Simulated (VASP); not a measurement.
Here is a VASP 6.6.1 calculation.

INCAR

```
SYSTEM = Zr
PREC = Accurate ; ENCUT = 520
EDIFF = 1E-6 ; ISMEAR = 0
SIGMA = 0.1 ; LREAL = .FALSE.
LASPH = .TRUE. ; NELM = 60
ALGO = Fast ; ISIF = 2
LWAVE = .FALSE. ; LCHARG = .FALSE.
GGA = PE ; NBANDS = 32
```

Contents of KPOINTS:

```
Automatic mesh
0
G
  4 4 4
  0 0 0
```

The input POSCAR:

```
Zr
1.0
    4.7800174706      0.0000000000      0.0000000000
    0.0000000000      4.7800174706      0.0000000000
    0.0000000000      0.0000000000      4.7800174706
Zr
4
Direct
    0.0300000000      0.0300000000      0.0300000000
    0.4700000000      0.9700000000      0.5300000000
    0.5300000000      0.4700000000      0.9700000000
    0.9700000000      0.5300000000      0.4700000000
```

Potentials or basis: VASP PAW PBE potentials, release 64 (Zr_sv).

Command:

```bash
$ cat potpaw_PBE.64/Zr_sv/POTCAR > POTCAR
$ mpirun -np 1 vasp_std > vasp.out
```

(1) What does it give for the largest force?

(2) What does it give for the band gap on the k mesh?

(3) Predict the pressure.

Results:

(1) 1.072 eV/Å.

(2) zero (bands 24 and 25 overlap by 1.05 eV).

(3) -9.6 GPa.

Caveat: the cell stands under tension; forces of over 1 eV/Å act on the atoms, so gaps and moduli don't describe the material at rest.
